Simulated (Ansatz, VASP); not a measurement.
Sc3Al: VASP beside Ansatz

File INCAR:

```
SYSTEM = Sc3Al
  PREC = Accurate
  ENCUT = 520
  EDIFF = 1E-6
  ISMEAR = 0
  SIGMA = 0.15
  LREAL = .False.
  LASPH = .True.
  NELM = 60
  ALGO = Fast
  ISIF = 2
  LWAVE = .False.
  LCHARG = .True.
  GGA = PS
  LELF = .True.
  LVHAR = .True.
  NBANDS = 26
```

Contents of KPOINTS:

```
regular mesh
0
Gamma
  12 12 12
  0 0 0
```

The input POSCAR:

```
Sc3Al
1.0
    4.4404169237      0.0000000000      0.0000000000
    0.0000000000      4.4404169237      0.0000000000
    0.0000000000      0.0000000000      4.2435511487
Sc Al
3 1
Direct
    0.5000000000      0.0000000000      0.5000000000
    0.0000000000      0.5000000000      0.5000000000
    0.5000000000      0.5000000000      0.0000000000
    0.0000000000      0.0000000000      0.0000000000
```

Input for Ansatz:

```yaml
crystal:
  lattice:
    - [4.4404169237, 0.0, 0.0]
    - [0.0, 4.4404169237, 0.0]
    - [0.0, 0.0, 4.2435511487]
  atoms:
    - { symbol: Sc, position: [0.5, 0.0, 0.5] }
    - { symbol: Sc, position: [0.0, 0.5, 0.5] }
    - { symbol: Sc, position: [0.5, 0.5, 0.0] }
    - { symbol: Al, position: [0.0, 0.0, 0.0] }
basis:
  ecutwfc: 420
kpoints:
  mp_grid: { grid: [12, 12, 12] }
hamiltonian:
  xc: pbesol
scf:
  occupations: { method: gaussian, width: 0.15 }
output:
  forces: true
  stress: true
  eigenvalues: true
```

Change from the starting cell: strain +0.015 along x and y, -0.030 along z, atoms carried along.

Alike in both runs: task single point; functional PBEsol; k mesh 12 × 12 × 12; occupations gaussian, width 0.15 eV; no spin polarisation.

```csv
,VASP,Ansatz
version,VASP 6.6.1,Ansatz 0.2.0
potentials or method,"VASP PAW PBE potentials, release 64 (Sc_sv, Al), cutoff 520 eV","scalar-relativistic, plane waves, PAW"
valence electrons in the cell,36,36
```

Ansatz gave:

```
gap on the k mesh at the Fermi level (eV)                     : none
pressure (GPa)                                                : 0.1
traceless stress, the component that is largest in VASP (GPa) : 1.89
```

Q: Estimate VASP's values.

A: gap on the k mesh at the Fermi level (eV): none; pressure (GPa): 0.2; traceless stress, the component that is largest in VASP (GPa): 1.89.

VASP's potentials were made for PBE, not for PBEsol. A gap of «none» marks a metal or a gap that the smearing closes.
